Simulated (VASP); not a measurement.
# Si2W (I4/mmm) in VASP: notebook, part 2 of 2

VASP 6.6.1. Earlier steps stand in the parts before.

**4. Single point, PBE (c/a of the conventional cell at fixed volume 2.4362)**

Contents of INCAR:

```
  PREC = Accurate
  ENCUT = 520
  EDIFF = 1E-7
  ISMEAR = 0
  SIGMA = 0.15
  LREAL = False
  LASPH = True
  NELM = 100
  ALGO = Normal
  ISIF = 2
  LWAVE = False
  LCHARG = True
  GGA = PE
  LELF = True
  LVHAR = True
  NBANDS = 18
```

Contents of KPOINTS:

```
regular mesh
0
Gamma
  18 18 18
```

Contents of POSCAR:

```
Si2W
1.0
   -1.6146459823      1.6146459823      3.9336145459
    1.6146459823     -1.6146459823      3.9336145459
    1.6146459823      1.6146459823     -3.9336145459
Si W
2 1
Direct
    0.3663500835      0.3663500835      0.0000000000
    0.6336499165      0.6336499165      0.0000000000
    0.0000000000      0.0000000000      0.0000000000
```

Potentials or basis: VASP PAW PBE potentials, release 64 (Si, W_sv).

The run is started by

```
> cat potpaw_PBE.64/Si/POTCAR potpaw_PBE.64/W_sv/POTCAR > POTCAR
> mpirun -np 1 vasp_std > vasp.out
```

OUTCAR:

```text
PREC = Accurate
   ENCUT = 520
   EDIFF = 1E-7
   ISMEAR = 0
   LREAL = False
   LASPH = True
   NELM = 100
   ISIF = 2
   GGA = PE

 ion  position               nearest neighbor table
   1  0.366  0.366  0.000-   2 2.10   3 2.51   3 2.51   3 2.51   3 2.51   3 2.88   2 2.93   2 2.93
                             2 2.93   2 2.93
   2  0.634  0.634  0.000-   1 2.10   3 2.51   3 2.51   3 2.51   3 2.51   3 2.88   1 2.93   1 2.93
                             1 2.93   1 2.93
   3  0.000  0.000  0.000-   2 2.51   2 2.51   2 2.51   1 2.51   2 2.51   1 2.51   1 2.51   1 2.51
                             1 2.88   2 2.88

  LATTYP: Found a body centered tetragonal cell.
 ALAT       =     3.2292919646
 C/A-ratio  =     2.4362086730

  Lattice vectors:

 A1 = (  -1.6146459823,   1.6146459823,   3.9336145459)
 A2 = (   1.6146459823,  -1.6146459823,   3.9336145459)
 A3 = (   1.6146459823,   1.6146459823,  -3.9336145459)

Analysis of symmetry for initial positions (statically):
=====================================================================
 Subroutine PRICEL returns:
 Original cell was already a primitive cell.

 Routine SETGRP: Setting up the symmetry group for a
 body centered tetragonal supercell.

 Subroutine GETGRP returns: Found 16 space group operations
 (whereof 16 operations were pure point group operations)
 out of a pool of 16 trial point group operations.

The static configuration has the point symmetry D_4h.

Analysis of symmetry for dynamics (positions and initial velocities):
=====================================================================
 Subroutine PRICEL returns:
 Original cell was already a primitive cell.

 Routine SETGRP: Setting up the symmetry group for a
 body centered tetragonal supercell.

 Subroutine GETGRP returns: Found 16 space group operations
 (whereof 16 operations were pure point group operations)
 out of a pool of 16 trial point group operations.

The dynamic configuration has the point symmetry D_4h.

 Subroutine INISYM returns: Found 16 space group operations
 (whereof 16 operations are pure point group operations),
 and found     1 'primitive' translations

----------------------------------------------------------------------------------------

                                     Primitive cell

  volume of cell :      41.0210

  direct lattice vectors                    reciprocal lattice vectors
    -1.614645982  1.614645982  3.933614546     0.000000000  0.309665404  0.127109556
     1.614645982 -1.614645982  3.933614546     0.309665404  0.000000000  0.127109556
     1.614645982  1.614645982 -3.933614546     0.309665404  0.309665404  0.000000000

  length of vectors
     4.548349887  4.548349887  4.548349887     0.334737960  0.334737960  0.437933014

  position of ions in fractional coordinates (direct lattice)
     0.366350084  0.366350084  0.000000000
     0.633649916  0.633649916  0.000000000
     0.000000000  0.000000000  0.000000000

  ion indices of the primitive-cell ions
   primitive index   ion index
                 1           1
                 2           2
                 3           3

----------------------------------------------------------------------------------------

 KPOINTS: regular mesh

Automatic generation of k-mesh.
 Grid dimensions read from file:
 generate k-points for:   18   18   18

 Generating k-lattice:

  Cartesian coordinates                     Fractional coordinates (reciprocal lattice)
     0.000000000  0.017203634  0.007061642     0.055555556 -0.000000000  0.000000000
     0.017203634  0.000000000  0.007061642    -0.000000000  0.055555556  0.000000000
     0.017203634  0.017203634  0.000000000     0.000000000  0.000000000  0.055555556

  Length of vectors
     0.018596553  0.018596553  0.024329612

  Shift w.r.t. Gamma in fractional coordinates (k-lattice)
     0.000000000  0.000000000  0.000000000

 Subroutine IBZKPT returns following result:
 ===========================================

 Found    480 irreducible k-points:

 Following reciprocal coordinates:
            Coordinates               Weight
  0.000000  0.000000  0.000000      1.000000
  0.055556 -0.000000  0.000000      8.000000
  0.111111 -0.000000  0.000000      8.000000
  0.166667 -0.000000  0.000000      8.000000
  0.222222  0.000000 -0.000000      8.000000
  0.277778 -0.000000  0.000000      8.000000
[... 16 lines left out ...]
 -0.277778  0.055556  0.000000     16.000000
 -0.222222  0.055556 -0.000000     16.000000
 [... further k-points ...]
   k-points           NKPTS =    480   k-points in BZ     NKDIM =    480   number of bands    NBANDS=     18
   number of dos      NEDOS =    301   number of ions     NIONS =      3
   total plane-waves  NPLWV =  46656
   dimension x,y,z NGX =    36 NGY =   36 NGZ =   36
   dimension x,y,z NGXF=    72 NGYF=   72 NGZF=   72
   ions per type =               2   1
   NGX,Y,Z   is equivalent  to a cutoff of  13.16, 13.16, 13.16 a.u.
   NGXF,Y,Z  is equivalent  to a cutoff of  26.32, 26.32, 26.32 a.u.
 SYSTEM =  unknown system
   PREC   = accura    normal or accurate (medium, high low for compatibility)
   ISTART =      0    job   : 0-new  1-cont  2-samecut
   ICHARG =      2    charge: 1-file 2-atom 10-const
   ISPIN  =      1    spin polarized calculation?
   LNONCOLLINEAR =      F non collinear calculations
   LSORBIT =      F    spin-orbit coupling
   LASPH  =      T    aspherical Exc in radial PAW
   ENCUT  =  520.0 eV  38.22 Ry    6.18 a.u.   8.46  8.46  8.46*2*pi/ulx,y,z
   NELM   =    100;   NELMIN=  2; NELMDL= -5     # of ELM steps
   EDIFF  = 0.1E-06   stopping-criterion for ELM
   LREAL  =      F    real-space projection
   EDIFFG = 0.1E-05   stopping-criterion for IOM
   NSW    =      0    number of steps for IOM
   IBRION =     -1    ionic relax: 0-MD 1-quasi-New 2-CG
   NFREE  =      0    steps in history (QN), initial steepest desc. (CG)
   ISIF   =      2    stress and relaxation
   ISYM   =      2    0-nonsym 1-usesym 2-fastsym
   POTIM  = 0.5000    time-step for ionic-motion
   TEBEG  =    0.0;   TEEND  =   0.0 temperature during run
   PSTRESS=    0.0 pullay stress
   NELECT =      22.0000    total number of electrons
   NUPDOWN=      -1.0000    fix difference up-down
   EMIN   =  10.00;   EMAX   =-10.00  energy-range for DOS
   EFERMI =   0.00;   METHOD = LEGACY
   ISMEAR =     0;   SIGMA  =   0.15  broadening in eV -4-tet -1-fermi 0-gaus
   EFERMI_NEDOS =   21; number of points for ismear=-14 and -15
   IALGO  =     38    algorithm
   IMIX   =      4    mixing-type and parameters
     AMIX     =   0.40;   BMIX     =  1.00
     AMIX_MAG =   1.60;   BMIX_MAG =  1.00
  volume/ion in A,a.u.               =      13.67        92.27
  Fermi-wavevector in a.u.,A,eV,Ry     =   1.330088  2.513501 24.070517  1.769133
  Thomas-Fermi vector in A             =   2.459201
   LORBIT       =      0    0 simple, 1 ext, 2 COOP (PROOUT), +10 PAW based schemes
   GGA     = PE    functional components
   LHFCALC =     F    Hartree Fock is set to
   AEXX    =    0.0000 exact exchange contribution
   IVDW    =     0    specifies the selected vdW correction
   LEPSILON=     F    determine dielectric tensor
   LRPA    =     F    only Hartree local field effects (RPA)
 non-spin polarized calculation
 Gauss-broadening in eV      SIGMA  =   0.15
  energy-cutoff  :      520.00
  volume of cell :       41.02
 maximum number of plane-waves:      1134
 NGX is ok and might be reduce to    36
   NGX = 17   NGY = 17   NGZ = 17

 number of electron      22.0000000 magnetization

 Free energy of the ion-electron system (eV)
  ---------------------------------------------------
  ext. energy  EPLUGINS =         0.00000000
  ---------------------------------------------------
  free energy    TOTEN  =       -23.19848766 eV

  energy without entropy =      -23.19432193  energy(sigma->0) =      -23.19640480

 E-fermi :  11.4409     XC(G=0): -12.3872

 val. band max:       11.4306543270   @ k =  -0.2778   0.3333   0.2778
 cond. band min:      11.4609724862   @ k =  -0.3889  -0.4444   0.3889
 fundamental gap:      0.0303181592
 Fermi energy:        11.4408653417

 k-point     1 :       0.0000    0.0000    0.0000
  band No.  band energies     occupation
      1     -62.2765      2.00000
      2     -26.6851      2.00000
      3     -26.6851      2.00000
      4     -26.3445      2.00000
      5      -2.5427      2.00000
      6       4.4758      2.00000
[... 10 lines left out ...]
     17      18.4267      0.00000
     18      18.4267      0.00000
[... 466 lines left out ...]
      2     -26.7798      2.00000
      3     -26.6826      2.00000
      4     -26.3356      2.00000
      5      -1.6072      2.00000
      6       4.6666      2.00000
[... 10 lines left out ...]
     17      18.3603      0.00000
     18      20.5144      0.00000

 [... further k-points ...]
[... 5 lines left out ...]
  --------------------------------------------------------------------------------------
  -------------------------------------------------------------------------------------
  Total        2.7839159      2.7839159      9.3400882      0.0000000      0.0000000      0.0000000
  in kB      108.7327234    108.7327234    364.8002562      0.0000000      0.0000000      0.0000000
  external PRESSURE =     194.0885676 kB  Pullay stress =       0.0000000 kB

 VOLUME and BASIS-vectors are now :
 -----------------------------------------------------------------------------
  energy-cutoff  :      520.00
  volume of cell :       41.02
      direct lattice vectors                 reciprocal lattice vectors
    -1.614645982  1.614645982  3.933614546     0.000000000  0.309665404  0.127109556
     1.614645982 -1.614645982  3.933614546     0.309665404  0.000000000  0.127109556
     1.614645982  1.614645982 -3.933614546     0.309665404  0.309665404  0.000000000

 POSITION                                       TOTAL-FORCE (eV/Angst)
 -----------------------------------------------------------------------------------
      0.00000      0.00000      2.88216         0.000000      0.000000     -7.716283
      0.00000      0.00000      4.98507        -0.000000     -0.000000      7.716283
      0.00000      0.00000      0.00000        -0.000000     -0.000000      0.000000
 -----------------------------------------------------------------------------------
    total drift:                               -0.000000      0.000000     -0.000000

  FREE ENERGIE OF THE ION-ELECTRON SYSTEM (eV)
  ---------------------------------------------------
  free  energy   TOTEN  =       -23.1984876633 eV

  energy  without entropy=      -23.1943219332  energy(sigma->0) =      -23.19640480
```

Run time: 10 min. Hardware: 1 thread of Intel Xeon Platinum 8375C at 2.90GHz (Ice Lake), shared host; peak memory 0.46 GiB.

Results:

| Property | Result |
| --- | --- |
| Free energy | -23.1985 eV |
| Pressure | 19.4 GPa |
| Largest force | 7.716 eV/Å |
| Band gap on the k mesh | zero (band 11 reaches 11.43 eV, above the bottom of band 12 at 11.04 eV) |

Forces in eV/Å, atoms in the order of the input:
```
Si   0.000  0.000 -7.716
Si   0.000  0.000  7.716
W    0.000  0.000  0.000
```

Stress tensor (GPa, compression positive):
```
10.87  0.00  0.00
 0.00 10.87  0.00
 0.00  0.00 36.48
```

Caveat: spin-orbit coupling is left out, which moves the levels of the heavy elements; forces of over 1 eV/Å act on the atoms, so gaps and moduli don't describe the material at rest.

**5. The runs side by side**

| cell | gap on the mesh (eV) | pressure (GPa) | largest force (eV/Å) |
| --- | --- | --- | --- |
| a = 4.388 Å, angles 135.4, 135.4, 64.9°, 3 atoms | none | 22.9 | 10.05 |
| a = 4.798 Å, angles 142.3, 142.3, 54.4°, 3 atoms | none | 1.1 | 0.11 |
| a = 4.548 Å, angles 138.4, 138.4, 60.3°, 3 atoms | none | 19.4 | 7.72 |

Alike in all rows: task single point; level PBE; potentials or basis VASP PAW PBE potentials, release 64 (Si, W_sv); no spin polarisation; k mesh 18 × 18 × 18; cutoff (eV) 520; smearing gaussian 0.15 eV.

Caveats: spin-orbit coupling is left out, which moves the levels of the heavy elements; forces of over 1 eV/Å act on the atoms, so gaps and moduli don't describe the material at rest (some runs).

Absolute energies hang on the potentials; compare differences alone.
